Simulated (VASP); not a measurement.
# AgBr (Fm-3m) in VASP: notebook

Runs on AgBr. Level: PBE. Tasks: single point, relaxation of cell and atoms.

All numbers are computed with VASP 6.6.1; they aren't measurements. Logs are shortened: lines on timing, memory, paths and dates and some standing lists are left out, and cuts for length are marked.

### Step 1. The cell of the first run

Symmetry: Fm-3m, No. 225, cubic system. Conventional cell: a = 5.843 Å, b = 5.843 Å, c = 5.843 Å, α = 90.00°, β = 90.00°, γ = 90.00°. Ag (site symmetry m-3m) has 6 Br at 2.92 Å within 3.8 Å. Br (site symmetry m-3m) has 6 Ag at 2.92 Å within 3.8 Å.

### Step 2. Single point, PBE

Input file INCAR:

```
  ALGO = Normal
  EDIFF = 1E-6
  ENCUT = 500
  GGA = PE
  GGA_COMPAT = F
  ISIF = 2
  ISMEAR = -1
  LASPH = T
  LCHARG = F
  LREAL = F
  LWAVE = F
  NBANDS = 16
  NELM = 120
  PREC = Accurate
  SIGMA = 0.02
```

Input file KPOINTS:

```
k-points
0
Gamma
  9 9 9
```

Input file POSCAR:

```
AgBr
1.0
    0.0000000000      2.9216321887      2.9216321887
    2.9216321887      0.0000000000      2.9216321887
    2.9216321887      2.9216321887      0.0000000000
Ag Br
1 1
Direct
    0.0000000000      0.0000000000      0.0000000000
    0.5000000000      0.5000000000      0.5000000000
```

Potentials or basis: VASP PAW PBE potentials, release 64 (Ag, Br).

The run is started by

```sh
$ cat potpaw_PBE.64/Ag/POTCAR potpaw_PBE.64/Br/POTCAR > POTCAR
$ mpirun -np 1 vasp_std > vasp.out
```

OUTCAR:

```text
EDIFF = 1E-6
   ENCUT = 500
   GGA = PE
   ISIF = 2
   ISMEAR = -1
   LASPH = T
   LREAL = F
   NELM = 120
   PREC = Accurate

 ion  position               nearest neighbor table
   1  0.000  0.000  0.000-   2 2.92   2 2.92   2 2.92   2 2.92   2 2.92   2 2.92
   2  0.500  0.500  0.500-   1 2.92   1 2.92   1 2.92   1 2.92   1 2.92   1 2.92

  LATTYP: Found a face centered cubic cell.
 ALAT       =     5.8432643774

  Lattice vectors:

 A1 = (   0.0000000000,   2.9216321887,   2.9216321887)
 A2 = (   2.9216321887,   0.0000000000,   2.9216321887)
 A3 = (   2.9216321887,   2.9216321887,   0.0000000000)

Analysis of symmetry for initial positions (statically):
=====================================================================
 Subroutine PRICEL returns:
 Original cell was already a primitive cell.

 Routine SETGRP: Setting up the symmetry group for a
 face centered cubic supercell.

 Subroutine GETGRP returns: Found 48 space group operations
 (whereof 48 operations were pure point group operations)
 out of a pool of 48 trial point group operations.

The static configuration has the point symmetry O_h .

Analysis of symmetry for dynamics (positions and initial velocities):
=====================================================================
 Subroutine PRICEL returns:
 Original cell was already a primitive cell.

 Routine SETGRP: Setting up the symmetry group for a
 face centered cubic supercell.

 Subroutine GETGRP returns: Found 48 space group operations
 (whereof 48 operations were pure point group operations)
 out of a pool of 48 trial point group operations.

The dynamic configuration has the point symmetry O_h .

 Subroutine INISYM returns: Found 48 space group operations
 (whereof 48 operations are pure point group operations),
 and found     1 'primitive' translations

----------------------------------------------------------------------------------------

                                     Primitive cell

  volume of cell :      49.8777

  direct lattice vectors                    reciprocal lattice vectors
     0.000000000  2.921632189  2.921632189    -0.171137216  0.171137216  0.171137216
     2.921632189  0.000000000  2.921632189     0.171137216 -0.171137216  0.171137216
     2.921632189  2.921632189  0.000000000     0.171137216  0.171137216 -0.171137216

  length of vectors
     4.131811866  4.131811866  4.131811866     0.296418354  0.296418354  0.296418354

  position of ions in fractional coordinates (direct lattice)
     0.000000000  0.000000000  0.000000000
     0.500000000  0.500000000  0.500000000

  ion indices of the primitive-cell ions
   primitive index   ion index
                 1           1
                 2           2

----------------------------------------------------------------------------------------

 KPOINTS: k-points

Automatic generation of k-mesh.
 Grid dimensions read from file:
 generate k-points for:    9    9    9

 Generating k-lattice:

  Cartesian coordinates                     Fractional coordinates (reciprocal lattice)
    -0.019015246  0.019015246  0.019015246     0.111111111  0.000000000  0.000000000
     0.019015246 -0.019015246  0.019015246     0.000000000  0.111111111  0.000000000
     0.019015246  0.019015246 -0.019015246     0.000000000  0.000000000  0.111111111

  Length of vectors
     0.032935373  0.032935373  0.032935373

  Shift w.r.t. Gamma in fractional coordinates (k-lattice)
     0.000000000  0.000000000  0.000000000

 Subroutine IBZKPT returns following result:
 ===========================================

 Found     35 irreducible k-points:

 Following reciprocal coordinates:
            Coordinates               Weight
  0.000000  0.000000  0.000000      1.000000
  0.111111  0.000000  0.000000      8.000000
  0.222222  0.000000  0.000000      8.000000
  0.333333  0.000000  0.000000      8.000000
  0.444444  0.000000  0.000000      8.000000
  0.111111  0.111111  0.000000      6.000000
[... 16 lines left out ...]
 -0.333333  0.333333  0.000000     12.000000
  0.444444  0.444444  0.000000      6.000000
 [... further k-points ...]
   k-points           NKPTS =     35   k-points in BZ     NKDIM =     35   number of bands    NBANDS=     16
   number of dos      NEDOS =    301   number of ions     NIONS =      2
   total plane-waves  NPLWV =  27000
   dimension x,y,z NGX =    30 NGY =   30 NGZ =   30
   dimension x,y,z NGXF=    60 NGYF=   60 NGZF=   60
   ions per type =               1   1
   NGX,Y,Z   is equivalent  to a cutoff of  12.07, 12.07, 12.07 a.u.
   NGXF,Y,Z  is equivalent  to a cutoff of  24.14, 24.14, 24.14 a.u.
 SYSTEM =  unknown system
   PREC   = accura    normal or accurate (medium, high low for compatibility)
   ISTART =      0    job   : 0-new  1-cont  2-samecut
   ICHARG =      2    charge: 1-file 2-atom 10-const
   ISPIN  =      1    spin polarized calculation?
   LNONCOLLINEAR =      F non collinear calculations
   LSORBIT =      F    spin-orbit coupling
   LASPH  =      T    aspherical Exc in radial PAW
   ENCUT  =  500.0 eV  36.75 Ry    6.06 a.u.   7.53  7.53  7.53*2*pi/ulx,y,z
   NELM   =    120;   NELMIN=  2; NELMDL= -5     # of ELM steps
   EDIFF  = 0.1E-05   stopping-criterion for ELM
   LREAL  =      F    real-space projection
   EDIFFG = 0.1E-04   stopping-criterion for IOM
   NSW    =      0    number of steps for IOM
   IBRION =     -1    ionic relax: 0-MD 1-quasi-New 2-CG
   NFREE  =      0    steps in history (QN), initial steepest desc. (CG)
   ISIF   =      2    stress and relaxation
   ISYM   =      2    0-nonsym 1-usesym 2-fastsym
   POTIM  = 0.5000    time-step for ionic-motion
   TEBEG  =    0.0;   TEEND  =   0.0 temperature during run
   PSTRESS=    0.0 pullay stress
   NELECT =      18.0000    total number of electrons
   NUPDOWN=      -1.0000    fix difference up-down
   EMIN   =  10.00;   EMAX   =-10.00  energy-range for DOS
   EFERMI =   0.00;   METHOD = LEGACY
   ISMEAR =    -1;   SIGMA  =   0.02  broadening in eV -4-tet -1-fermi 0-gaus
   EFERMI_NEDOS =   21; number of points for ismear=-14 and -15
   IALGO  =     38    algorithm
   IMIX   =      4    mixing-type and parameters
     AMIX     =   0.40;   BMIX     =  1.00
     AMIX_MAG =   1.60;   BMIX_MAG =  1.00
  volume/ion in A,a.u.               =      24.94       168.30
  Fermi-wavevector in a.u.,A,eV,Ry     =   1.165548  2.202566 18.483541  1.358502
  Thomas-Fermi vector in A             =   2.302072
   LORBIT       =      0    0 simple, 1 ext, 2 COOP (PROOUT), +10 PAW based schemes
   GGA     = PE    functional components
   LHFCALC =     F    Hartree Fock is set to
   AEXX    =    0.0000 exact exchange contribution
   IVDW    =     0    specifies the selected vdW correction
   LEPSILON=     F    determine dielectric tensor
   LRPA    =     F    only Hartree local field effects (RPA)
 non-spin polarized calculation
  energy-cutoff  :      500.00
  volume of cell :       49.88
 maximum number of plane-waves:      1295
 NGX is ok and might be reduce to    30
   NGX = 15   NGY = 15   NGZ = 15

 number of electron      18.0000001 magnetization

 Free energy of the ion-electron system (eV)
  ---------------------------------------------------
  ext. energy  EPLUGINS =         0.00000000
  ---------------------------------------------------
  free energy    TOTEN  =        -5.00031514 eV

  energy without entropy =       -5.00031514  energy(sigma->0) =       -5.00031514

 E-fermi :   3.3459     XC(G=0):  -9.5905

 val. band max:        2.9440274182   @ k =   0.4444   0.0000   0.0000
 cond. band min:       3.6715600576   @ k =   0.0000   0.0000   0.0000
 fundamental gap:      0.7275326393
 Fermi energy:         3.3459072501

 k-point     1 :       0.0000    0.0000    0.0000
  band No.  band energies     occupation
      1     -11.7637      2.00000
      2       0.4018      2.00000
      3       0.4018      2.00000
      4       0.4022      2.00000
      5       0.4022      2.00000
      6       0.4022      2.00000
[... 8 lines left out ...]
     15      14.5514      0.00000
     16      14.5514      0.00000

 k-point     2 :       0.1111    0.0000    0.0000
  band No.  band energies     occupation
      1     -11.7222      2.00000
      2       0.0982      2.00000
      3       0.0982      2.00000
      4       0.1701      2.00000
      5       0.4322      2.00000
      6       0.4322      2.00000
[... 8 lines left out ...]
     15      13.8615      0.00000
     16      14.2480      0.00000

 k-point     3 :       0.2222    0.0000    0.0000
  band No.  band energies     occupation
      1     -11.6139      2.00000
      2      -0.6177      2.00000
      3      -0.3367      2.00000
      4      -0.3367      2.00000
      5       0.5096      2.00000
      6       0.5096      2.00000
[... 8 lines left out ...]
     15      14.1314      0.00000
     16      14.1314      0.00000

 k-point     4 :       0.3333    0.0000    0.0000
  band No.  band energies     occupation
      1     -11.4842      2.00000
      2      -1.3727      2.00000
      3      -0.6665      2.00000
      4      -0.6665      2.00000
      5       0.6001      2.00000
      6       0.6001      2.00000
[... 8 lines left out ...]
     15      14.9702      0.00000
     16      14.9702      0.00000
[... 324 lines left out ...]
 k-point    22 :      -0.4444    0.3333    0.0000
  band No.  band energies     occupation
      1     -11.3443      2.00000
      2      -0.9649      2.00000
      3      -0.6697      2.00000
      4      -0.4328      2.00000
      5       0.5016      2.00000
      6       0.7228      2.00000
[... 8 lines left out ...]
     15      16.4150      0.00000
     16      17.9637      0.00000

 k-point    23 :      -0.3333    0.3333    0.0000
  band No.  band energies     occupation
      1     -11.3411      2.00000
      2      -1.1981      2.00000
      3      -0.6833      2.00000
      4      -0.6831      2.00000
      5       0.6013      2.00000
      6       0.6838      2.00000
[... 8 lines left out ...]
     15      15.3055      0.00000
     16      18.2748      0.00000

 k-point    24 :       0.4444    0.4444    0.0000
  band No.  band energies     occupation
      1     -11.3627      2.00000
      2      -0.9885      2.00000
      3       0.1738      2.00000
      4       0.3622      2.00000
      5       0.3622      2.00000
      6       0.5384      2.00000
[... 8 lines left out ...]
     15      17.7910      0.00000
     16      17.9437      0.00000

 [... further k-points ...]
[... 5 lines left out ...]
  --------------------------------------------------------------------------------------
  -------------------------------------------------------------------------------------
  Total       -0.0249254     -0.0249254     -0.0249254     -0.0000000      0.0000000      0.0000000
  in kB       -0.8006569     -0.8006569     -0.8006569     -0.0000000      0.0000000      0.0000000
  external PRESSURE =      -0.8006569 kB  Pullay stress =       0.0000000 kB

 VOLUME and BASIS-vectors are now :
 -----------------------------------------------------------------------------
  energy-cutoff  :      500.00
  volume of cell :       49.88
      direct lattice vectors                 reciprocal lattice vectors
     0.000000000  2.921632189  2.921632189    -0.171137216  0.171137216  0.171137216
     2.921632189  0.000000000  2.921632189     0.171137216 -0.171137216  0.171137216
     2.921632189  2.921632189  0.000000000     0.171137216  0.171137216 -0.171137216

 POSITION                                       TOTAL-FORCE (eV/Angst)
 -----------------------------------------------------------------------------------
      0.00000      0.00000      0.00000        -0.000000      0.000000     -0.000000
      2.92163      2.92163      2.92163         0.000000      0.000000      0.000000
 -----------------------------------------------------------------------------------
    total drift:                               -0.000000      0.000000      0.000000

  FREE ENERGIE OF THE ION-ELECTRON SYSTEM (eV)
  ---------------------------------------------------
  free  energy   TOTEN  =        -5.0003151442 eV

  energy  without entropy=       -5.0003151440  energy(sigma->0) =       -5.00031514
```

Run time: 10 s. Hardware: 1 thread of Intel Xeon 6975P-C (Granite Rapids), shared host; peak memory 0.18 GiB.

What came out:

```
Free energy            : -5.0003 eV
Pressure               : -0.1 GPa
Band gap on the k mesh : 0.73 eV, indirect (least direct gap 2.43 eV)
```

Levels at points of the mesh, in eV from the valence-band top:
| k point | band 5 | band 6 | band 7 | band 8 | band 9 | band 10 | band 11 | band 12 | band 13 | band 14 |
| --- | --- | --- | --- | --- | --- | --- | --- | --- | --- | --- |
| (0.00, 0.00, 0.00) | -2.54 | -2.54 | -1.71 | -1.71 | -1.71 | 0.73 | 9.97 | 9.97 | 9.97 | 11.29 |

A k mesh can miss the band edges.

[end of part 1 of 2]
